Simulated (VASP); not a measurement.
# TiO2 in VASP: notebook

Runs on TiO2. Level: PBE+D3(BJ). Tasks: single point.

Everything below comes from runs of VASP 6.6.1. Logs are shortened: lines on timing, memory, paths and dates and some standing lists are left out, and cuts for length are marked.

## Step 1: The cell of the first run

It takes space group C2/m (No. 12, monoclinic). Conventional cell: a = 8.995 Å, b = 2.988 Å, c = 5.160 Å, α = 90.00°, β = 99.85°, γ = 90.00°. Within 2.5 Å of Ti (site symmetry m) lie 6 O at 1.86 to 2.11 Å. Within 2.6 Å of O (site symmetry m) lie 3 Ti at 1.86 to 2.06 Å and 3 O at 2.57 to 2.58 Å. O (site symmetry m) has 3 Ti at 1.91 to 2.11 Å and 3 O at 2.58 to 2.61 Å within 2.7 Å.

## Step 2: Single point, PBE+D3(BJ)

File INCAR:

```
SYSTEM = TiO2
PREC = Accurate ; ENCUT = 520
EDIFF = 1E-6 ; ISMEAR = 0
SIGMA = 0.1 ; LREAL = .FALSE.
LASPH = .TRUE. ; NELM = 80
ALGO = Normal ; ISIF = 2
LWAVE = .FALSE. ; LCHARG = .FALSE.
GGA = PE ; IVDW = 12
NBANDS = 33
```

File KPOINTS:

```
Automatic mesh
0
G
  6 6 4
  0 0 0
```

File POSCAR:

```
TiO2
1.0
    4.4976516119     -1.4939156188      0.0000000000
    4.4976516119      1.4939156188      0.0000000000
   -0.8826905832      0.0000000000      5.0841280939
Ti O
2 4
Direct
    0.2734349950      0.2734349950      0.2622832458
    0.7265650050      0.7265650050      0.7377167542
    0.6430626077      0.6430626077      0.3816225654
    0.1390838937      0.1390838937      0.8855498415
    0.3569373923      0.3569373923      0.6183774346
    0.8609161063      0.8609161063      0.1144501585
```

Potentials or basis: VASP PAW PBE potentials, release 64 (Ti_sv, O).

Started as:

```bash
cat potpaw_PBE.64/Ti_sv/POTCAR potpaw_PBE.64/O/POTCAR > POTCAR
mpirun -np 1 vasp_std > vasp.out
```

OUTCAR:

```text
SYSTEM = TiO2
   PREC = Accurate
   ENCUT = 520
   EDIFF = 1E-6
   ISMEAR = 0
   LREAL = .FALSE.
   LASPH = .TRUE.
   NELM = 80
   ISIF = 2
   GGA = PE
   IVDW = 12
 IVDW          = 12

 ion  position               nearest neighbor table
   1  0.273  0.273  0.262-   5 1.86   6 1.91   6 1.91   3 2.06   3 2.06   4 2.11
   2  0.727  0.727  0.738-   3 1.86   4 1.91   4 1.91   5 2.06   5 2.06   6 2.11
   3  0.643  0.643  0.382-   2 1.86   1 2.06   1 2.06
   4  0.139  0.139  0.886-   2 1.91   2 1.91   1 2.11
   5  0.357  0.357  0.618-   1 1.86   2 2.06   2 2.06
   6  0.861  0.861  0.114-   1 1.91   1 1.91   2 2.11

  LATTYP: Found a base centered monoclinic cell.
 ALAT       =     8.9953032238
 B/A-ratio  =     0.3321545882
 C/A-ratio  =     0.5736531707
 COS(beta)  =    -0.1710579596

  Lattice vectors:

 A1 = (   4.4976516119,  -1.4939156188,   0.0000000000)
 A2 = (   4.4976516119,   1.4939156188,   0.0000000000)
 A3 = (  -0.8826905832,   0.0000000000,   5.0841280939)

Analysis of symmetry for initial positions (statically):
=====================================================================
 Subroutine PRICEL returns:
 Original cell was already a primitive cell.

 Routine SETGRP: Setting up the symmetry group for a
 base centered monoclinic supercell.

 Subroutine GETGRP returns: Found  4 space group operations
 (whereof  4 operations were pure point group operations)
 out of a pool of  4 trial point group operations.

The static configuration has the point symmetry C_2h.

Analysis of symmetry for dynamics (positions and initial velocities):
=====================================================================
 Subroutine PRICEL returns:
 Original cell was already a primitive cell.

 Routine SETGRP: Setting up the symmetry group for a
 base centered monoclinic supercell.

 Subroutine GETGRP returns: Found  4 space group operations
 (whereof  4 operations were pure point group operations)
 out of a pool of  4 trial point group operations.

The dynamic configuration has the point symmetry C_2h.

 Subroutine INISYM returns: Found  4 space group operations
 (whereof  4 operations are pure point group operations),
 and found     1 'primitive' translations

----------------------------------------------------------------------------------------

                                     Primitive cell

  volume of cell :      68.3217

  direct lattice vectors                    reciprocal lattice vectors
     4.497651612 -1.493915619  0.000000000     0.111169126 -0.334690925  0.019300840
     4.497651612  1.493915619  0.000000000     0.111169126  0.334690925  0.019300840
    -0.882690583  0.000000000  5.084128094     0.000000000  0.000000000  0.196690560

  length of vectors
     4.739267232  4.739267232  5.160184216     0.353198403  0.353198403  0.196690560

  position of ions in fractional coordinates (direct lattice)
     0.273434995  0.273434995  0.262283246
     0.726565005  0.726565005  0.737716754
     0.643062608  0.643062608  0.381622565
     0.139083894  0.139083894  0.885549842
     0.356937392  0.356937392  0.618377435
     0.860916106  0.860916106  0.114450158

  ion indices of the primitive-cell ions
   primitive index   ion index
                 1           1
                 2           2
                 3           3
                 4           4
                 5           5
                 6           6

----------------------------------------------------------------------------------------

 KPOINTS: Automatic mesh

Automatic generation of k-mesh.
 Grid dimensions read from file:
 generate k-points for:    6    6    4

 Generating k-lattice:

  Cartesian coordinates                     Fractional coordinates (reciprocal lattice)
     0.018528188 -0.055781821  0.003216807     0.166666667  0.000000000 -0.000000000
     0.018528188  0.055781821  0.003216807     0.000000000  0.166666667 -0.000000000
     0.000000000  0.000000000  0.049172640     0.000000000  0.000000000  0.250000000

  Length of vectors
     0.058866401  0.058866401  0.049172640

  Shift w.r.t. Gamma in fractional coordinates (k-lattice)
     0.000000000  0.000000000  0.000000000

 Subroutine IBZKPT returns following result:
 ===========================================

 Found     47 irreducible k-points:

 Following reciprocal coordinates:
            Coordinates               Weight
  0.000000  0.000000  0.000000      1.000000
  0.166667  0.000000  0.000000      4.000000
  0.333333  0.000000  0.000000      4.000000
  0.500000  0.000000  0.000000      2.000000
  0.166667  0.166667  0.000000      2.000000
  0.333333  0.166667  0.000000      4.000000
[... 16 lines left out ...]
 -0.333333  0.166667  0.250000      4.000000
 -0.166667  0.166667  0.250000      4.000000
 [... further k-points ...]
   k-points           NKPTS =     47   k-points in BZ     NKDIM =     47   number of bands    NBANDS=     33
   number of dos      NEDOS =    301   number of ions     NIONS =      6
   total plane-waves  NPLWV =  51840
   dimension x,y,z NGX =    36 NGY =   36 NGZ =   40
   dimension x,y,z NGXF=    72 NGYF=   72 NGZF=   80
   ions per type =               2   4
   NGX,Y,Z   is equivalent  to a cutoff of  12.63, 12.63, 12.89 a.u.
   NGXF,Y,Z  is equivalent  to a cutoff of  25.26, 25.26, 25.77 a.u.
 SYSTEM =  TiO2
   PREC   = accura    normal or accurate (medium, high low for compatibility)
   ISTART =      0    job   : 0-new  1-cont  2-samecut
   ICHARG =      2    charge: 1-file 2-atom 10-const
   ISPIN  =      1    spin polarized calculation?
   LNONCOLLINEAR =      F non collinear calculations
   LSORBIT =      F    spin-orbit coupling
   LASPH  =      T    aspherical Exc in radial PAW
   ENCUT  =  520.0 eV  38.22 Ry    6.18 a.u.   8.81  8.81  9.59*2*pi/ulx,y,z
   NELM   =     80;   NELMIN=  2; NELMDL= -5     # of ELM steps
   EDIFF  = 0.1E-05   stopping-criterion for ELM
   LREAL  =      F    real-space projection
   EDIFFG = 0.1E-04   stopping-criterion for IOM
   NSW    =      0    number of steps for IOM
   IBRION =     -1    ionic relax: 0-MD 1-quasi-New 2-CG
   NFREE  =      0    steps in history (QN), initial steepest desc. (CG)
   ISIF   =      2    stress and relaxation
   ISYM   =      2    0-nonsym 1-usesym 2-fastsym
   POTIM  = 0.5000    time-step for ionic-motion
   TEBEG  =    0.0;   TEEND  =   0.0 temperature during run
   PSTRESS=    0.0 pullay stress
   NELECT =      48.0000    total number of electrons
   NUPDOWN=      -1.0000    fix difference up-down
   EMIN   =  10.00;   EMAX   =-10.00  energy-range for DOS
   EFERMI =   0.00;   METHOD = LEGACY
   ISMEAR =     0;   SIGMA  =   0.10  broadening in eV -4-tet -1-fermi 0-gaus
   EFERMI_NEDOS =   21; number of points for ismear=-14 and -15
   IALGO  =     38    algorithm
   IMIX   =      4    mixing-type and parameters
     AMIX     =   0.40;   BMIX     =  1.00
     AMIX_MAG =   1.60;   BMIX_MAG =  1.00
  volume/ion in A,a.u.               =      11.39        76.84
  Fermi-wavevector in a.u.,A,eV,Ry     =   1.455356  2.750223 28.817955  2.118060
  Thomas-Fermi vector in A             =   2.572400
   LORBIT       =      0    0 simple, 1 ext, 2 COOP (PROOUT), +10 PAW based schemes
   GGA     = PE    functional components
   LHFCALC =     F    Hartree Fock is set to
   AEXX    =    0.0000 exact exchange contribution
   IVDW    =    12    specifies the selected vdW correction
   LEPSILON=     F    determine dielectric tensor
   LRPA    =     F    only Hartree local field effects (RPA)
 non-spin polarized calculation
 Gauss-broadening in eV      SIGMA  =   0.10
  energy-cutoff  :      520.00
  volume of cell :       68.32
 maximum number of plane-waves:      1862
   NGX = 17   NGY = 17   NGZ = 19

 number of electron      48.0000001 magnetization

 Free energy of the ion-electron system (eV)
  ---------------------------------------------------
  ext. energy  EPLUGINS =         0.00000000
  ---------------------------------------------------
  free energy    TOTEN  =       -52.92729802 eV

  energy without entropy =      -52.92729802  energy(sigma->0) =      -52.92729802

 E-fermi :   3.7909     XC(G=0): -10.7459

 val. band max:        3.2470551116   @ k =   0.1667   0.0000   0.0000
 cond. band min:       5.9627880576   @ k =   0.0000   0.0000   0.0000
 fundamental gap:      2.7157329461
 Fermi energy:         3.7909126423

 k-point     1 :       0.0000    0.0000    0.0000
  band No.  band energies     occupation
      1     -53.0803      2.00000
      2     -53.0133      2.00000
      3     -29.6535      2.00000
      4     -29.3425      2.00000
      5     -29.2320      2.00000
      6     -29.1967      2.00000
[... 25 lines left out ...]
     32       9.8677      0.00000
     33      10.1012      0.00000

 k-point     2 :       0.1667    0.0000    0.0000
  band No.  band energies     occupation
      1     -53.0668      2.00000
      2     -53.0087      2.00000
      3     -29.6014      2.00000
      4     -29.3316      2.00000
      5     -29.2937      2.00000
      6     -29.2259      2.00000
[... 25 lines left out ...]
     32       9.5623      0.00000
     33       9.7613      0.00000

 k-point     3 :       0.3333    0.0000    0.0000
  band No.  band energies     occupation
      1     -53.0364      2.00000
      2     -53.0027      2.00000
      3     -29.4987      2.00000
      4     -29.4743      2.00000
      5     -29.4377      2.00000
      6     -29.2752      2.00000
[... 25 lines left out ...]
     32       9.3325      0.00000
     33       9.4312      0.00000

 k-point     4 :       0.5000    0.0000    0.0000
  band No.  band energies     occupation
      1     -53.0105      2.00000
      2     -53.0104      2.00000
      3     -29.5736      2.00000
      4     -29.5732      2.00000
      5     -29.3204      2.00000
      6     -29.3197      2.00000
[... 673 lines left out ...]
     32       9.3781      0.00000
     33       9.4650      0.00000

 k-point    23 :      -0.3333    0.1667    0.2500
  band No.  band energies     occupation
      1     -53.0104      2.00000
      2     -53.0104      2.00000
      3     -29.6285      2.00000
      4     -29.6284      2.00000
      5     -29.2633      2.00000
      6     -29.2624      2.00000
[... 25 lines left out ...]
     32       9.2965      0.00000
     33       9.5545      0.00000

 k-point    24 :      -0.1667    0.1667    0.2500
  band No.  band energies     occupation
      1     -53.0317      2.00000
      2     -53.0074      2.00000
      3     -29.5774      2.00000
      4     -29.5033      2.00000
      5     -29.3490      2.00000
      6     -29.2556      2.00000
[... 25 lines left out ...]
     32       9.3692      0.00000
     33       9.5071      0.00000

 [... further k-points ...]

------------------------ aborting loop because EDIFF is reached ----------------------------------------

 Edisp (eV)   -1.33099

 E8    (eV) :    -0.5229

  FORCE on cell =-STRESS in cart. coord.  units (eV):
  Direction    XX          YY          ZZ          XY          YZ          ZX
  --------------------------------------------------------------------------------------
  -------------------------------------------------------------------------------------
  Total       0.14041     0.40138     0.41729     0.00000     0.00000    -0.07518
  in kB       3.29264     9.41265     9.78561     0.00000     0.00000    -1.76310
  external pressure =        7.50 kB  Pullay stress =        0.00 kB

 VOLUME and BASIS-vectors are now :
 -----------------------------------------------------------------------------
  energy-cutoff  :      520.00
  volume of cell :       68.32
      direct lattice vectors                 reciprocal lattice vectors
     4.497651612 -1.493915619  0.000000000     0.111169126 -0.334690925  0.019300840
     4.497651612  1.493915619  0.000000000     0.111169126  0.334690925  0.019300840
    -0.882690583  0.000000000  5.084128094     0.000000000  0.000000000  0.196690560

 POSITION                                       TOTAL-FORCE (eV/Angst)
 -----------------------------------------------------------------------------------
      2.22812      0.00000      1.33348        -0.025229      0.000000     -0.030848
      5.88450      0.00000      3.75065         0.025229      0.000000      0.030848
      5.44769      0.00000      1.94022        -0.054374      0.000000     -0.060420
      0.46944      0.00000      4.50225        -0.062861      0.000000      0.023410
      2.66492      0.00000      3.14391         0.054374      0.000000      0.060420
      7.64318      0.00000      0.58188         0.062861      0.000000     -0.023410
 -----------------------------------------------------------------------------------
    total drift:                                0.000000      0.000000      0.000000

  FREE ENERGIE OF THE ION-ELECTRON SYSTEM (eV)
  ---------------------------------------------------
  free  energy   TOTEN  =       -54.2582874388 eV

  energy  without entropy=      -54.2582874388  energy(sigma->0) =      -54.25828744
```

Wall time 64 s (1 thread of Intel Xeon 6975P-C (Granite Rapids), shared host); peak memory 0.27 GiB.

What came out:

| Item | Value |
| --- | --- |
| Free energy | -54.2583 eV |
| Pressure | 0.7 GPa |
| Largest force | 0.081 eV/Å |
| Band gap on the k mesh | 2.72 eV (least direct gap 2.75 eV) |
| Dispersion energy per atom | -0.222 eV |

Forces on the atoms (eV/Å):
```
Ti  -0.025  0.000 -0.031
Ti   0.025  0.000  0.031
O   -0.054  0.000 -0.060
O   -0.063  0.000  0.023
O    0.054  0.000  0.060
O    0.063  0.000 -0.023
```

## Step 3: Single point, PBE+D3(BJ)

This run uses another cell than the first one, of the same volume but with other edges.

File INCAR:

```
PREC     = Accurate       # precision mode
ENCUT    = 520            # plane-wave cutoff, eV
EDIFF    = 1E-6           # SCF threshold, eV
ISMEAR   = 0              # smearing method
SIGMA    = 0.1            # smearing width, eV
LREAL    = False          # projectors in reciprocal space
LASPH    = True           # aspherical terms in the spheres
NELM     = 100            # most SCF steps
ALGO     = Normal         # electronic algorithm
ISIF     = 2              # what is computed and relaxed
LWAVE    = False          # write WAVECAR
LCHARG   = True           # write CHGCAR
GGA      = PE             # functional
IVDW     = 12             # dispersion correction
LELF     = True           # ELF
LVHAR    = True         
NBANDS   = 33             # bands
```

File KPOINTS:

```
Automatic mesh
0
Gamma
  6 4 6
```

File POSCAR:

```
TiO2
1.0
    1.4925434475     -2.5883283745      0.0024056283
   -4.4030254301     -2.5398846334     -0.8887374476
   -0.7399601887      1.2939290973     -4.4988499914
Ti O
2 4
Direct
    0.4765596206      0.5122738412     -0.0468821970
    0.0234581708     -0.0122926504      0.0468863432
    0.1069535978      0.6316131608      0.2138625776
    0.6109158600      0.1355404369      0.2218200056
    0.3930437326      0.8683857186      0.7861507271
    0.8890690181      0.3644794929      0.7781625435
```

Potentials or basis: VASP PAW PBE potentials, release 64 (Ti_sv, O).

Started as:

```bash
cat potpaw_PBE.64/Ti_sv/POTCAR potpaw_PBE.64/O/POTCAR > POTCAR
mpirun -np 1 vasp_std > vasp.out
```

Wall time 75 s (1 thread of Intel Xeon 6975P-C (Granite Rapids), shared host); peak memory 0.27 GiB.

The run converged. Its results:

```yaml
Free_energy: -54.2582 eV
Pressure: 0.8 GPa
Largest_force: 0.082 eV/Å
Band_gap_on_the_k_mesh: 2.72 eV (least direct gap 2.75 eV)
Dispersion_energy_per_atom: -0.222 eV
```

Forces in eV/Å, atoms in the order of the input:
```
Ti   0.025  0.015 -0.026
Ti  -0.026 -0.015  0.026
O    0.052  0.030 -0.056
O   -0.021 -0.013 -0.064
O   -0.052 -0.030  0.056
O    0.022  0.013  0.064
```

Stress tensor (GPa, compression positive):
```
0.98 0.01 0.16
0.01 0.96 0.09
0.16 0.09 0.35
```

Levels at points of the mesh, in eV from the valence-band top:
```csv
k point,band 21,band 22,band 23,band 24,band 25,band 26,band 27,band 28
"(0.00, 0.00, 0.00)",-1.23,-0.55,-0.44,-0.04,2.72,2.95,3.29,3.87
"(0.50, 0.00, 0.00)",-1.50,-1.49,-0.78,-0.74,3.18,3.45,3.78,3.83
"(0.00, 0.50, 0.00)",-1.28,-0.92,-0.30,-0.13,3.25,3.33,3.40,3.92
"(0.50, 0.50, 0.00)",-1.42,-1.14,-0.93,-0.81,2.82,3.26,3.73,3.75
"(0.00, 0.00, 0.50)",-1.30,-0.79,-0.61,-0.45,2.72,2.84,2.96,3.90
"(0.50, 0.00, 0.50)",-1.50,-1.49,-0.78,-0.74,3.18,3.45,3.78,3.83
"(0.00, 0.50, 0.50)",-1.28,-1.06,-0.64,-0.20,3.13,3.17,3.34,3.85
"(0.50, 0.50, 0.50)",-1.42,-1.14,-0.93,-0.81,2.82,3.26,3.73,3.75
```
